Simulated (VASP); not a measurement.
Set up this calculation in VASP 6.6.1, as the native input.

- Task: single point
- Functional: LDA
- Potentials or basis: VASP PAW LDA potentials, release 64 (Rb_sv, Br)
- Cutoff: 520 eV
- k mesh: 6 × 6 × 6
- Occupations: gaussian, width 0.05 eV
- Spin: no spin polarisation
- Dipole correction: no
- Further INCAR settings: ALGO = Normal; EDIFF = 1e-06; NBANDS = 15

The structure of RbBr lies in POSCAR:

```
RbBr
1.0
    0.0000000000      3.4275000000      3.4275000000
    3.4275000000      0.0000000000      3.4275000000
    3.4275000000      3.4275000000      0.0000000000
Rb Br
1 1
Direct
    0.0000000000      0.0000000000     -0.0618911843
    0.5000000000      0.5000000000      0.5000000000
```

This cell differs from its parent crystal: atom 1 (Rb) moved by (-0.300, +0.000) A along [1 1 0] and z.

These files were run (other wordings do the same):

INCAR

```
SYSTEM = RbBr
PREC = Accurate ; ENCUT = 520
EDIFF = 1E-6 ; ISMEAR = 0
SIGMA = 0.05 ; LREAL = .False.
LASPH = .True. ; NELM = 100
ALGO = Normal ; ISIF = 2
LWAVE = .False. ; LCHARG = .False.
NBANDS = 15
```

KPOINTS

```
Automatic mesh
0
Gamma
  6 6 6
  0 0 0
```

Potentials or basis: VASP PAW LDA potentials, release 64 (Rb_sv, Br).

The run is started by

```console
$ cat potpaw_LDA.64/Rb_sv/POTCAR potpaw_LDA.64/Br/POTCAR > POTCAR
$ mpirun -np 1 vasp_std > vasp.out
```

Results of the run:

| Quantity | Value |
| --- | --- |
| Pressure | -0.8 GPa |
| Largest force | 0.326 eV/Å |
| Band gap on the k mesh | 3.99 eV |

Caveat: the cell differs from its parent crystal (atom 1 (Rb) moved by (-0.300, +0.000) A along [1 1 0] and z).

Wall time 37 s on 1 thread of Intel(R) Xeon(R) Platinum 8259CL CPU @ 2.50GHz (Skylake/Cascade Lake), on a shared host, peak memory 0.2 GiB.
